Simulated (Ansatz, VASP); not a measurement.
Two plane-wave programs on VN2

Contents of INCAR:

```
SYSTEM = VN2
PREC = Accurate ; ENCUT = 520
EDIFF = 1E-6 ; ISMEAR = 0
SIGMA = 0.15 ; LREAL = .FALSE.
LASPH = .TRUE. ; NELM = 60
ALGO = Normal ; ISIF = 2
LWAVE = .FALSE. ; LCHARG = .FALSE.
GGA = PS ; NBANDS = 32
```

Contents of KPOINTS:

```
Automatic mesh
0
G
  16 16 16
  0 0 0
```

File POSCAR:

```
VN2
1.0
   -2.0238064750      2.0238064750      2.3938994250
    2.0238064750     -2.0238064750      2.3938994250
    2.0238064750      2.0238064750     -2.3938994250
V N
2 4
Direct
    0.2500000000      0.2500000000      0.0000000000
    0.7500000000      0.7500000000      0.0000000000
    0.1142608421      0.6142608421      0.7285216842
    0.6142608421      0.8857391579      0.5000000000
    0.8857391579      0.3857391579      0.2714783159
    0.3857391579      0.1142608421      0.5000000000
```

Input for Ansatz:

```yaml
crystal:
  lattice:
    - [-2.023806475, 2.023806475, 2.393899425]
    - [2.023806475, -2.023806475, 2.393899425]
    - [2.023806475, 2.023806475, -2.393899425]
  atoms:
    - { symbol: V, position: [0.25, 0.25, 0.0] }
    - { symbol: V, position: [0.75, 0.75, 0.0] }
    - { symbol: "N", position: [0.1142608421, 0.6142608421, 0.7285216842] }
    - { symbol: "N", position: [0.6142608421, 0.8857391579, 0.5] }
    - { symbol: "N", position: [0.8857391579, 0.3857391579, 0.2714783159] }
    - { symbol: "N", position: [0.3857391579, 0.1142608421, 0.5] }
basis:
  ecutwfc: 420
kpoints:
  mp_grid: { grid: [16, 16, 16] }
hamiltonian:
  xc: pbesol
scf:
  occupations: { method: gaussian, width: 0.15 }
output:
  forces: true
  stress: true
  eigenvalues: true
```

Change from the starting cell: strain -0.050 along x and y, -0.025 along z, atoms carried along.

Alike in both runs: task single point; functional PBEsol; k mesh 16 × 16 × 16; occupations gaussian, width 0.15 eV; no spin polarisation.

|  | VASP | Ansatz |
| --- | --- | --- |
| version | VASP 6.6.1 | Ansatz 0.2.0 |
| potentials or method | VASP PAW PBE potentials, release 64 (V_sv, N), cutoff 520 eV | scalar-relativistic, plane waves, PAW |
| valence electrons in the cell | 46 | 46 |

```csv
,VASP,Ansatz,Ansatz less VASP
gap on the k mesh at the Fermi level (eV),none,none,-
pressure (GPa),63.5,62.0,-1.53
"traceless stress, the component that is largest in VASP (GPa)",-16.10,-15.74,+0.362
rms of the force components (eV/Å),0.695,0.643,-0.0518
```

VASP's potentials were made for PBE, not for PBEsol. Atom by atom the forces differ by 0.052 eV/Å (rms over components). A gap of «none» marks a metal or a gap that the smearing closes. Both programs put the cell under a high pressure, so it lies far from rest at this level.

Noted on VASP's run: the cell as given lies far from equilibrium.
